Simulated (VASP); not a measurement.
# LuNO (P-6m2) in VASP: a series of runs

LuNO is run at these levels: PBE; tasks: single point, relaxation of cell and atoms.

All numbers are computed with VASP 6.6.1; they aren't measurements. Logs are shortened: lines on timing, memory, paths and dates and some standing lists are left out, and cuts for length are marked.

## (1) The cell of the first run

Symmetry: P-6m2, No. 187, hexagonal system. The conventional cell has a = 3.630 Å, b = 3.630 Å, c = 3.413 Å, α = 90.00°, β = 90.00°, γ = 120.00°. Within 2.8 Å of Lu (site symmetry -6m2) lie 3 O at 2.10 Å and 6 N at 2.70 Å. Within 3.6 Å of N (site symmetry -6m2) lie 6 O at 2.70 Å and 6 Lu at 2.70 Å and 2 N at 3.41 Å. Within 2.8 Å of O (site symmetry -6m2) lie 3 Lu at 2.10 Å and 6 N at 2.70 Å.

## (2) Single point, PBE

INCAR

```
ALGO = Normal ; EDIFF = 1E-6
ENCUT = 520 ; GGA = PE
ISIF = 2 ; ISMEAR = 0
LASPH = True ; LCHARG = False
LREAL = False ; LWAVE = False
NBANDS = 25 ; NELM = 100
PREC = Accurate ; SIGMA = 0.1
```

KPOINTS

```
k-points
0
Gamma
  6 6 4
```

POSCAR

```
LuNO
1.0
    3.6296877993      0.0000000000      0.0000000000
   -1.8148438997      3.1434018420      0.0000000000
    0.0000000000      0.0000000000      3.4126433395
Lu N O
1 1 1
Direct
    0.0000000000      0.0000000000      0.5000000000
    0.6666666667      0.3333333333      0.0000000000
    0.3333333333      0.6666666667      0.5000000000
```

Potentials or basis: VASP PAW PBE potentials, release 64 (Lu, N, O).

Run with:

```sh
cat potpaw_PBE.64/Lu/POTCAR potpaw_PBE.64/N/POTCAR potpaw_PBE.64/O/POTCAR > POTCAR
mpirun -np 1 vasp_std > vasp.out
```

OUTCAR:

```text
EDIFF = 1E-6
   ENCUT = 520
   GGA = PE
   ISIF = 2
   ISMEAR = 0
   LASPH = True
   LREAL = False
   NELM = 100
   PREC = Accurate

 ion  position               nearest neighbor table
   1  0.000  0.000  0.500-   3 2.10   3 2.10   3 2.10   2 2.70   2 2.70   2 2.70   2 2.70   2 2.70
                             2 2.70
   2  0.667  0.333  0.000-   1 2.70   1 2.70   1 2.70   1 2.70   1 2.70   1 2.70
   3  0.333  0.667  0.500-   1 2.10   1 2.10   1 2.10

  LATTYP: Found a hexagonal cell.
 ALAT       =     3.6296877993
 C/A-ratio  =     0.9402029949

  Lattice vectors:

 A1 = (   3.6296877993,   0.0000000000,   0.0000000000)
 A2 = (  -1.8148438997,   3.1434018420,   0.0000000000)
 A3 = (   0.0000000000,   0.0000000000,   3.4126433395)

Analysis of symmetry for initial positions (statically):
=====================================================================
 Subroutine PRICEL returns:
 Original cell was already a primitive cell.

 Routine SETGRP: Setting up the symmetry group for a
 hexagonal supercell.

 Subroutine GETGRP returns: Found 12 space group operations
 (whereof 12 operations were pure point group operations)
 out of a pool of 24 trial point group operations.

The static configuration has the point symmetry D_3h.

Analysis of symmetry for dynamics (positions and initial velocities):
=====================================================================
 Subroutine PRICEL returns:
 Original cell was already a primitive cell.

 Routine SETGRP: Setting up the symmetry group for a
 hexagonal supercell.

 Subroutine GETGRP returns: Found 12 space group operations
 (whereof 12 operations were pure point group operations)
 out of a pool of 24 trial point group operations.

The dynamic configuration has the point symmetry D_3h.

 Subroutine INISYM returns: Found 12 space group operations
 (whereof 12 operations are pure point group operations),
 and found     1 'primitive' translations

----------------------------------------------------------------------------------------

                                     Primitive cell

  volume of cell :      38.9368

  direct lattice vectors                    reciprocal lattice vectors
     3.629687799  0.000000000  0.000000000     0.275505789  0.159063341  0.000000000
[... 80 lines left out ...]
   LSORBIT =      F    spin-orbit coupling
   LASPH  =      T    aspherical Exc in radial PAW
   ENCUT  =  520.0 eV  38.22 Ry    6.18 a.u.   6.75  6.75  6.35*2*pi/ulx,y,z
   NELM   =    100;   NELMIN=  2; NELMDL= -5     # of ELM steps
   EDIFF  = 0.1E-05   stopping-criterion for ELM
   LREAL  =      F    real-space projection
   EDIFFG = 0.1E-04   stopping-criterion for IOM
   NSW    =      0    number of steps for IOM
   IBRION =     -1    ionic relax: 0-MD 1-quasi-New 2-CG
   NFREE  =      0    steps in history (QN), initial steepest desc. (CG)
   ISIF   =      2    stress and relaxation
   ISYM   =      2    0-nonsym 1-usesym 2-fastsym
   POTIM  = 0.5000    time-step for ionic-motion
   TEBEG  =    0.0;   TEEND  =   0.0 temperature during run
   PSTRESS=    0.0 pullay stress
   NELECT =      36.0000    total number of electrons
   NUPDOWN=      -1.0000    fix difference up-down
   EMIN   =  10.00;   EMAX   =-10.00  energy-range for DOS
   EFERMI =   0.00;   METHOD = LEGACY
   ISMEAR =     0;   SIGMA  =   0.10  broadening in eV -4-tet -1-fermi 0-gaus
   EFERMI_NEDOS =   21; number of points for ismear=-14 and -15
   IALGO  =     38    algorithm
   IMIX   =      4    mixing-type and parameters
     AMIX     =   0.40;   BMIX     =  1.00
     AMIX_MAG =   1.60;   BMIX_MAG =  1.00
  volume/ion in A,a.u.               =      12.98        87.59
  Fermi-wavevector in a.u.,A,eV,Ry     =   1.594859  3.013847 34.607444  2.543575
  Thomas-Fermi vector in A             =   2.692868
   LORBIT       =      0    0 simple, 1 ext, 2 COOP (PROOUT), +10 PAW based schemes
   GGA     = PE    functional components
   LHFCALC =     F    Hartree Fock is set to
   AEXX    =    0.0000 exact exchange contribution
   IVDW    =     0    specifies the selected vdW correction
   LEPSILON=     F    determine dielectric tensor
   LRPA    =     F    only Hartree local field effects (RPA)
 non-spin polarized calculation
 Gauss-broadening in eV      SIGMA  =   0.10
  energy-cutoff  :      520.00
  volume of cell :       38.94
 maximum number of plane-waves:      1066
 NGX is ok and might be reduce to    28
   NGX = 13   NGY = 13   NGZ = 13

 number of electron      35.9999997 magnetization

 Free energy of the ion-electron system (eV)
  ---------------------------------------------------
  ext. energy  EPLUGINS =         0.00000000
  ---------------------------------------------------
  free energy    TOTEN  =       -20.13772474 eV

  energy without entropy =      -20.12441087  energy(sigma->0) =      -20.13106781

 E-fermi :   1.7768     XC(G=0): -11.6024

 val. band max:        1.7679264501   @ k =   0.5000   0.0000   0.0000
 cond. band min:       1.8401249621   @ k =   0.5000   0.0000   0.0000
 fundamental gap:      0.0721985121
 Fermi energy:         1.7767940627

 k-point     1 :       0.0000    0.0000    0.0000
  band No.  band energies     occupation
      1     -52.2076      2.00000
      2     -22.9316      2.00000
      3     -22.8012      2.00000
      4     -22.8012      2.00000
      5     -15.9621      2.00000
      6     -10.2268      2.00000
[... 577 lines left out ...]
     24      11.2340      0.00000
     25      12.5612      0.00000

------------------------ aborting loop because EDIFF is reached ----------------------------------------

  FORCE on cell =-STRESS in cart. coord.  units (eV):
  Direction    XX          YY          ZZ          XY          YZ          ZX
  --------------------------------------------------------------------------------------
  -------------------------------------------------------------------------------------
  Total        0.2324355      0.2324355     -0.1631034     -0.0000000      0.0000000      0.0000000
  in kB        9.5642934      9.5642934     -6.7114050     -0.0000000      0.0000000      0.0000000
  external PRESSURE =       4.1390606 kB  Pullay stress =       0.0000000 kB

 VOLUME and BASIS-vectors are now :
 -----------------------------------------------------------------------------
  energy-cutoff  :      520.00
  volume of cell :       38.94
      direct lattice vectors                 reciprocal lattice vectors
     3.629687799  0.000000000  0.000000000     0.275505789  0.159063341  0.000000000
    -1.814843900  3.143401842  0.000000000     0.000000000  0.318126683  0.000000000
     0.000000000  0.000000000  3.412643340     0.000000000  0.000000000  0.293027985

 POSITION                                       TOTAL-FORCE (eV/Angst)
 -----------------------------------------------------------------------------------
      0.00000      0.00000      1.70632        -0.000000      0.000000      0.000000
      1.81484      1.04780      0.00000        -0.000000      0.000000      0.000000
     -0.00000      2.09560      1.70632         0.000000      0.000000      0.000000
 -----------------------------------------------------------------------------------
    total drift:                                0.000003     -0.000002     -0.000000

  FREE ENERGIE OF THE ION-ELECTRON SYSTEM (eV)
  ---------------------------------------------------
  free  energy   TOTEN  =       -20.1377247432 eV

  energy  without entropy=      -20.1244108715  energy(sigma->0) =      -20.13106781
```

stdout:

```text
POSCAR found type information on POSCAR LuN O
 POSCAR found :  3 types and       3 ions
 scaLAPACK will be used
 LDA part: xc-table for (Slater+PW92), standard interpolation
 POSCAR, INCAR and KPOINTS ok, starting setup
 FFT: planning ... GRIDC
 FFT: planning ... GRID_SOFT
 FFT: planning ... GRID
 WAVECAR not read
 entering main loop
```

Run time: 27 s. Hardware: 1 thread of Intel Xeon 6975P-C (Granite Rapids), shared host; peak memory 0.17 GiB.

What came out:

* Free energy: -20.1377 eV
* Pressure: 0.4 GPa
* Band gap on the k mesh: zero (band 18 reaches 2.26 eV, above the bottom of band 19 at 1.15 eV)

Caveat: the k points lie up to 0.46 Å⁻¹ apart; spin-orbit coupling is left out, which moves the levels of the heavy elements.

## (3) Single point, PBE

This run uses another cell than the first one, of 17.51 Å³/atom, 1.349 times its volume.

INCAR

```
SYSTEM = LuNO
PREC = Accurate
ENCUT = 520
EDIFF = 1E-6
ISMEAR = 0
SIGMA = 0.1
LREAL = .FALSE.
LASPH = .TRUE.
NELM = 100
ALGO = Normal
ISIF = 2
LWAVE = .FALSE.
LCHARG = .TRUE.
GGA = PE
LELF = .TRUE.
LVHAR = .TRUE.
NBANDS = 25
```

KPOINTS

```
Automatic mesh
0
G
  6 6 4
  0 0 0
```

POSCAR

```
LuNO
1.0
    3.8035811400      0.0000000000      0.0000000000
   -1.9017905700      3.2939978900      0.0000000000
    0.0000000000      0.0000000000      4.1930823500
Lu N O
1 1 1
Direct
    0.0000000000      0.0000000000      0.5000000000
    0.6666666700      0.3333333300      0.0000000000
    0.3333333300      0.6666666700      0.5000000000
```

Potentials or basis: VASP PAW PBE potentials, release 64 (Lu, N, O).

Run with:

```sh
cat potpaw_PBE.64/Lu/POTCAR potpaw_PBE.64/N/POTCAR potpaw_PBE.64/O/POTCAR > POTCAR
mpirun -np 1 vasp_std > vasp.out
```

Run time: 33 s. Hardware: 1 thread of Intel Xeon 6975P-C (Granite Rapids), shared host; peak memory 0.19 GiB.

The run converged. Its results:

| Quantity | Value |
| --- | --- |
| Free energy | -19.3766 eV |
| Pressure | -14.6 GPa |
| Band gap on the k mesh | zero (band 18 reaches 0.60 eV, above the bottom of band 19 at -0.33 eV) |

Stress tensor (GPa, compression positive):
```
-15.43   0.00   0.00
  0.00 -15.43   0.00
  0.00   0.00 -13.04
```

Levels at points of the mesh, in eV from the Fermi level:
```
           k point  band 14  band 15  band 16  band 17  band 18  band 19  band 20  band 21  band 22  band 23
(0.00, 0.00, 0.00)    -3.18    -3.18    -2.13     0.38     0.38     0.49     2.78     4.65     6.03     6.03
(0.50, 0.00, 0.00)    -2.83    -2.26    -2.12    -1.39    -0.19     0.12     4.58     4.89     5.46     7.06
(0.00, 0.00, 0.50)    -3.12    -3.12    -1.70    -1.27     0.14     0.14     5.73     5.73     5.82     6.82
(0.50, 0.00, 0.50)    -3.11    -2.78    -2.00    -0.36    -0.22    -0.12     5.90     5.93     6.14     6.19
```

Caveat: the k points lie up to 0.37 Å⁻¹ apart; spin-orbit coupling is left out, which moves the levels of the heavy elements.

## (4) Relaxation of cell and atoms, PBE

This run uses another cell than the first one, of 17.51 Å³/atom, 1.349 times its volume.

INCAR

```
SYSTEM = LuNO
PREC = Accurate
ENCUT = 600
EDIFF = 1E-6
ISMEAR = 0
SIGMA = 0.1
LREAL = .FALSE.
LASPH = .TRUE.
NELM = 80
ALGO = Normal
ISIF = 3
LWAVE = .FALSE.
LCHARG = .FALSE.
GGA = PE
IBRION = 2
NSW = 90
EDIFFG = -0.04
```

KPOINTS is that of step 3.

POSCAR is that of step 3.

Run with:

```sh
cat potpaw_PBE.64/Lu/POTCAR potpaw_PBE.64/N/POTCAR potpaw_PBE.64/O/POTCAR > POTCAR
mpirun -np 1 vasp_std > vasp.out
```

Wall time 6.9 min (1 thread of Intel Xeon 6975P-C (Granite Rapids), shared host); peak memory 0.22 GiB.

It converged, with:

```yaml
Free_energy: -20.1632 eV
Relaxed_volume: 13.06 Å³/atom
Relaxed_cell: a = 3.641 Å, b = 3.641 Å, c = 3.413 Å, α = 90.00°, β = 90.00°, γ = 120.00°
Space_group_after_relaxing_to_0.05_Å: P-6m2 (No. 187)
Energy_gained_by_relaxing: 261.1 meV/atom
Ionic_steps: 9
Pressure_after_relaxing: -0.1 GPa
Band_gap_on_the_k_mesh: zero (band 18 reaches 2.21 eV, above the bottom of band 19 at 1.13 eV)
```

Step by step:
```csv
step,energy change (eV),largest force (eV/Å),pressure (GPa),volume (Å³)
1,0.0000,0.0000,-14.77,52.54
2,-0.3553,0.0000,8.56,41.19
3,-0.4470,0.0000,-0.17,44.22
4,-0.6599,0.0000,-0.17,41.69
5,-0.5123,0.0000,9.94,34.73
6,-0.7722,0.0000,1.91,39.22
7,-0.7776,0.0000,2.42,38.56
8,-0.7746,0.0000,-2.91,39.97
9,-0.7832,0.0000,-0.12,39.19
```

Final structure:
```cif
data_structure
_symmetry_space_group_name_H-M 'P 1'
_symmetry_Int_Tables_number 1
_cell_length_a 3.6408
_cell_length_b 3.6408
_cell_length_c 3.4135
_cell_angle_alpha 90.000
_cell_angle_beta 90.000
_cell_angle_gamma 120.000
_cell_volume 39.19
loop_
_atom_site_label
_atom_site_type_symbol
_atom_site_fract_x
_atom_site_fract_y
_atom_site_fract_z
_atom_site_occupancy
Lu1 Lu 0.00000 0.00000 0.50000 1
N1 N 0.66667 0.33333 0.00000 1
O1 O 0.33333 0.66667 0.50000 1
```

Levels at points of the mesh, in eV from the Fermi level:
```tsv
k point	band 16	band 17	band 18	band 19	band 20	band 21
(0.00, 0.00, 0.00)	-1.91	0.48	0.48	0.86	2.49	7.09
(0.50, 0.00, 0.00)	-2.06	-1.60	0.00	0.06	4.56	6.40
(0.00, 0.00, 0.50)	-1.90	-1.46	-0.27	-0.27	6.03	6.03
(0.50, 0.00, 0.50)	-1.76	-1.11	-0.26	0.30	7.18	7.62
```

Caveat: the k points lie up to 0.46 Å⁻¹ apart in the final cell; the volume moved by over 15 % at a fixed basis, so the end points are rough; spin-orbit coupling is left out, which moves the levels of the heavy elements.

## (5) The runs side by side

```tsv
task	cell	cutoff (eV)	gap on the mesh (eV)	pressure (GPa)
single point	a = 3.630, b = 3.630, c = 3.413 Å, angles 90.0, 90.0, 120.0°, 3 atoms	520	none	0.4
single point	a = 3.804, b = 3.804, c = 4.193 Å, angles 90.0, 90.0, 120.0°, 3 atoms	520	none	-14.6
relaxation of cell and atoms	relaxed from a = 3.804, b = 3.804, c = 4.193 Å, angles 90.0, 90.0, 120.0°, 3 atoms	600	none	-0.1
```

Alike in all rows: level PBE; potentials or basis VASP PAW PBE potentials, release 64 (Lu, N, O); no spin polarisation; k mesh 6 × 6 × 4; smearing gaussian 0.1 eV.

Caveats: all runs use coarse meshes; spin-orbit coupling is left out, which moves the levels of the heavy elements; the volume moved by over 15 % at a fixed basis, so the end points are rough (some runs).

Total energies depend on the potentials used, so only differences within one code and one set of settings carry meaning.
